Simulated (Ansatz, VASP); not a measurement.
Be2Sn in VASP and in Ansatz

```
Sn Be
1.0
     0.00000    2.90157    2.90157
     2.90157    0.00000    2.90157
     2.90157    2.90157    0.00000
Sn Be
1 2
Cartesian
  0.0000 0.0000 0.0000
  1.4508 1.4508 1.4508
  4.3523 4.3523 4.3523
```

Alike in both runs: task single point; functional PBE; k mesh 6 × 6 × 6; occupations fermi-dirac, width 0.02 eV; no spin polarisation.

|  | VASP | Ansatz |
| --- | --- | --- |
| version | VASP 6.6.1 | Ansatz 0.2.0 |
| potentials or method | VASP PAW PBE potentials, release 64 (Sn_d, Be) | plane waves |
| plane-wave cutoff (eV) | 520 | 420 |
| valence electrons in the cell | 18 | 18 |

```csv
,VASP,Ansatz,Ansatz less VASP
pressure (GPa),0.3,0.3,+0.02
```
